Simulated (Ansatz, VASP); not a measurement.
**Be in VASP and in Ansatz**

File INCAR:

```
ALGO = Fast
EDIFF = 1E-6
ENCUT = 520
GGA = PE
ISIF = 2
ISMEAR = 0
IVDW = 12
LASPH = T
LCHARG = F
LREAL = F
LWAVE = F
NBANDS = 9
NELM = 100
PREC = Accurate
SIGMA = 0.15
```

KPOINTS

```
k-points
0
Gamma
  24 24 12
```

File POSCAR:

```
Be
1.0
    2.2695515441      0.0000000000      0.0000000000
   -1.1347757721      1.9654892924      0.0000000000
    0.0000000000      0.0000000000      3.5876080252
Be
2
Direct
    0.3019449737      0.6666666667      0.2500000000
    0.6980550263      0.3333333333      0.7500000000
```

Input for Ansatz:

```yaml
crystal:
  lattice:
    - [2.2695515441, 0.0, 0.0]
    - [-1.1347757721, 1.9654892924, 0.0]
    - [0.0, 0.0, 3.5876080252]
  atoms:
    - { symbol: Be, position: [0.3019449737, 0.6666666667, 0.25] }
    - { symbol: Be, position: [0.6980550263, 0.3333333333, 0.75] }
basis:
  ecutwfc: 520.0
kpoints:
  mp_grid: { grid: [24, 24, 12] }
hamiltonian:
  xc: pbe
  dispersion: d3bj
scf:
  occupations: { method: gaussian, width: 0.15 }
output:
  forces: true
  stress: true
  eigenvalues: true
  write_density: true
  write_potential: true
  elf: true
  volumetric_format: npy
```

Change from the starting cell: mode 4 frozen in at -0.070 Å, equal normal strain along x, y and z +0.0250.

Alike in both runs: task single point; functional PBE; dispersion D3(BJ); k mesh 24 × 24 × 12; occupations gaussian, width 0.15 eV; no spin polarisation.

|  | VASP | Ansatz |
| --- | --- | --- |
| version | VASP 6.6.1 | Ansatz 0.2.0 |
| potentials or method | VASP PAW PBE potentials, release 64 (Be), cutoff 520 eV | scalar-relativistic, plane waves, PAW |
| valence electrons in the cell | 4 | 4 |

Ansatz gave:

- gap on the k mesh at the Fermi level (eV): none
- pressure (GPa): -8.4
- traceless stress, the component that is largest in VASP (GPa): 3.41
- rms of the force components (eV/Å): 0.283

Question: Which values does VASP return?

Answer: gap on the k mesh at the Fermi level (eV): none; pressure (GPa): -8.2; traceless stress, the component that is largest in VASP (GPa): 3.43; rms of the force components (eV/Å): 0.283.

Atom by atom the forces differ by 0.000 eV/Å (rms over components). A gap of «none» marks a metal or a gap that the smearing closes.
